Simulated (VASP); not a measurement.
# Mo (Pm-3m) in VASP: further runs, part 2 of 2

VASP 6.6.1. Earlier steps stand in the parts before.

## (4) Relaxation of cell and atoms, PBE, target pressure 60 GPa, at which the enthalpy is minimised

INCAR reads:

```
SYSTEM = Mo
  PREC = Accurate
  ENCUT = 500
  EDIFF = 1E-7
  ISMEAR = -1
  SIGMA = 0.1
  LREAL = .False.
  LASPH = .True.
  NELM = 120
  ALGO = Normal
  ISIF = 3
  LWAVE = .False.
  LCHARG = .False.
  GGA = PE
  IBRION = 2
  NSW = 50
  EDIFFG = -0.03
  PSTRESS = 600.0
  GGA_COMPAT = .False.
  NELMIN = 4
```

KPOINTS reads:

```
Automatic mesh
0
Gamma
  10 10 10
  0 0 0
```

POSCAR reads:

```
Mo
1.0
    2.5800000000      0.0000000000      0.0000000000
    0.0000000000      2.5800000000      0.0000000000
    0.0000000000      0.0000000000      2.5800000000
Mo
1
Direct
    0.0000000000      0.0000000000      0.0000000000
```

Potentials or basis: VASP PAW PBE potentials, release 64 (Mo_sv).

Started as:

```
> cat potpaw_PBE.64/Mo_sv/POTCAR > POTCAR
> mpirun -np 1 vasp_std > vasp.out
```

OUTCAR:

```text
SYSTEM = Mo
   PREC = Accurate
   ENCUT = 500
   EDIFF = 1E-7
   ISMEAR = -1
   LREAL = .False.
   LASPH = .True.
   NELM = 120
   ISIF = 3
   GGA = PE
   IBRION = 2
   NSW = 50
   EDIFFG = -0.03
   PSTRESS = 600.0
   NELMIN = 4

 ion  position               nearest neighbor table
   1  0.000  0.000  0.000-

  LATTYP: Found a simple cubic cell.
 ALAT       =     2.5800000000

  Lattice vectors:

 A1 = (   2.5800000000,   0.0000000000,   0.0000000000)
 A2 = (   0.0000000000,   2.5800000000,   0.0000000000)
 A3 = (   0.0000000000,   0.0000000000,   2.5800000000)

Analysis of symmetry for initial positions (statically):
=====================================================================
 Subroutine PRICEL returns:
 Original cell was already a primitive cell.

 Routine SETGRP: Setting up the symmetry group for a
 simple cubic supercell.

 Subroutine GETGRP returns: Found 48 space group operations
 (whereof 48 operations were pure point group operations)
 out of a pool of 48 trial point group operations.

The static configuration has the point symmetry O_h .

Analysis of symmetry for dynamics (positions and initial velocities):
=====================================================================
 Subroutine PRICEL returns:
 Original cell was already a primitive cell.

 Routine SETGRP: Setting up the symmetry group for a
 simple cubic supercell.

 Subroutine GETGRP returns: Found 48 space group operations
 (whereof 48 operations were pure point group operations)
 out of a pool of 48 trial point group operations.

The dynamic configuration has the point symmetry O_h .

 Subroutine INISYM returns: Found 48 space group operations
 (whereof 48 operations are pure point group operations),
 and found     1 'primitive' translations

----------------------------------------------------------------------------------------

[... 132 lines left out ...]

 Free energy of the ion-electron system (eV)
  ---------------------------------------------------
  ext. energy  EPLUGINS =         0.00000000
  ---------------------------------------------------
  free energy    TOTEN  =        -9.79468860 eV

  energy without entropy =       -9.74953007  energy(sigma->0) =       -9.77210934

------------------------ aborting loop because EDIFF is reached ----------------------------------------

  FORCE on cell =-STRESS in cart. coord.  units (eV):
  Direction    XX          YY          ZZ          XY          YZ          ZX
  --------------------------------------------------------------------------------------
  -------------------------------------------------------------------------------------
  Total        0.6237935      0.6237935      0.6237935      0.0000000     -0.0000000      0.0000000
  in kB       58.1958867     58.1958867     58.1958867      0.0000000     -0.0000000      0.0000000
  external PRESSURE =    -541.8041133 kB  Pullay stress =     600.0000000 kB
[... 94 lines left out ...]
  energy  without entropy=       -9.5101647903  energy(sigma->0) =       -9.53268513

  enthalpy is  TOTEN    =        -3.8366613785 eV   P V=        5.7185440859

[... ionic steps 4 to 12 ...]

--------------------------------------- Ionic step       13  -------------------------------------------

 number of electron      13.9999996 magnetization

------------------------ aborting loop because EDIFF is reached ----------------------------------------
[... 69 lines left out ...]
--------------------------------------- Ionic step       15  -------------------------------------------

 number of electron      13.9999996 magnetization

 Free energy of the ion-electron system (eV)
  ---------------------------------------------------
  ext. energy  EPLUGINS =         0.00000000
  ---------------------------------------------------
  free energy    TOTEN  =        -9.28596694 eV

  energy without entropy =       -9.24339625  energy(sigma->0) =       -9.26468160

 E-fermi :  13.8887     XC(G=0): -13.7160

 val. band max:       13.8845939062   @ k =   0.5000   0.3000   0.2000
 cond. band min:      13.9022187270   @ k =   0.4000   0.0000   0.0000
 fundamental gap:      0.0176248208
 Fermi energy:        13.8886922384

 k-point     1 :       0.0000    0.0000    0.0000
  band No.  band energies     occupation
      1     -47.4551      2.00000
      2     -20.1184      2.00000
      3     -20.1184      2.00000
      4     -20.1184      2.00000
      5       6.7811      2.00000
      6       8.5013      2.00000
      7       8.5013      2.00000
      8      18.8888      0.00000
      9      18.8888      0.00000
     10      18.8888      0.00000
     11      31.1494      0.00000
[... 309 lines left out ...]
 k-point    24 :       0.3000    0.1000    0.1000
  band No.  band energies     occupation
      1     -47.1194      2.00000
      2     -21.8118      2.00000
      3     -20.2039      2.00000
      4     -20.1819      2.00000
      5       9.4528      2.00000
      6       9.9763      2.00000
      7      12.2350      2.00000
      8      15.0248      0.00002
      9      16.1236      0.00000
     10      18.1082      0.00000
     11      26.2175      0.00000

 [... further k-points ...]
[... 5 lines left out ...]
  --------------------------------------------------------------------------------------
  -------------------------------------------------------------------------------------
  Total        5.3651712      5.3651712      5.3651712      0.0000000      0.0000000     -0.0000000
  in kB      598.0468771    598.0468771    598.0468771      0.0000000      0.0000000     -0.0000000
  external PRESSURE =      -1.9531229 kB  Pullay stress =     600.0000000 kB
[... 20 lines left out ...]
  energy  without entropy=       -9.2433962514  energy(sigma->0) =       -9.26468160

  enthalpy is  TOTEN    =        -3.9032740197 eV   P V=        5.3826929252

 reached required accuracy - stopping structural energy minimisation
```

It took 33 s on 1 thread of Intel Xeon 6975P-C (Granite Rapids), shared host; peak memory 0.14 GiB.

What came out:

- Free energy: -9.2860 eV
- Relaxed volume: 14.37 Å³/atom
- Relaxed cell: a = 2.431 Å, b = 2.431 Å, c = 2.431 Å, α = 90.00°, β = 90.00°, γ = 90.00°
- Space group after relaxing (to 0.05 Å): Pm-3m (No. 221)
- Energy change on relaxing (the enthalpy is what falls): +508.7 meV/atom
- Ionic steps: 15
- Pressure after relaxing: 59.8 GPa
- Band gap on the k mesh: zero (band 7 reaches 15.57 eV, above the bottom of band 8 at 12.90 eV)

The path:
```csv
step,energy change (eV),largest force (eV/Å),pressure (GPa),volume (Å³)
1,0.0000,0.0000,5.82,17.17
2,22.6071,0.0000,1522.36,6.41
3,0.2395,0.0000,37.43,15.27
4,0.3457,0.0000,46.79,14.87
5,0.5173,0.0000,60.47,14.35
6,0.4975,0.0000,58.94,14.40
7,0.4985,0.0000,59.02,14.40
8,0.5015,0.0000,59.25,14.39
9,0.5015,0.0000,59.25,14.39
10,0.5017,0.0000,59.26,14.39
11,0.5019,0.0000,59.28,14.39
12,0.5023,0.0000,59.32,14.39
13,0.5032,0.0000,59.39,14.39
14,0.5051,0.0000,59.53,14.38
15,0.5087,0.0000,59.80,14.37
```

Final structure:
```yaml
crystal:
  lattice:
    - [2.43138, 0.00000, 0.00000]
    - [0.00000, 2.43138, 0.00000]
    - [0.00000, 0.00000, 2.43138]
  atoms:
    - { symbol: Mo, position: [0.00000, 0.00000, 0.00000] }
```

Levels at points of the mesh, in eV from the Fermi level:
| k point | band 3 | band 4 | band 5 | band 6 | band 7 | band 8 | band 9 | band 10 | band 11 |
| --- | --- | --- | --- | --- | --- | --- | --- | --- | --- |
| (0.00, 0.00, 0.00) | -34.01 | -34.01 | -7.11 | -5.39 | -5.39 | 5.00 | 5.00 | 5.00 | 17.26 |
| (0.50, 0.00, 0.00) | -33.75 | -33.75 | -4.23 | -3.82 | 0.29 | 0.63 | 0.63 | 5.46 | 11.74 |
| (0.50, 0.50, 0.00) | -36.19 | -33.52 | -7.06 | -2.64 | 1.54 | 1.54 | 7.03 | 7.03 | 7.99 |
| (0.50, 0.50, 0.50) | -35.83 | -35.83 | -5.03 | -5.03 | -5.03 | 7.12 | 8.31 | 8.31 | 15.99 |

Caveat: the cell is relaxed towards a set pressure, so the enthalpy falls and the energy may rise; the volume moved by over 15 % at a fixed basis, so the end points are rough.

## (5) Summary

```csv
cell,gap on the mesh (eV),pressure (GPa)
relaxed to 20 GPa,none,19.8
relaxed to 40 GPa,none,40.0
relaxed to 60 GPa,none,59.8
```

Alike in all rows: task relaxation of cell and atoms; level PBE; potentials or basis VASP PAW PBE potentials, release 64 (Mo_sv); no spin polarisation; k mesh 10 × 10 × 10; cutoff (eV) 500; smearing fermi-dirac 0.1 eV.

Caveats: the cell is relaxed towards a set pressure, so the enthalpy falls and the energy may rise; the volume moved by over 15 % at a fixed basis, so the end points are rough (some runs).

Total energies depend on the potentials used, so only differences within one code and one set of settings carry meaning.
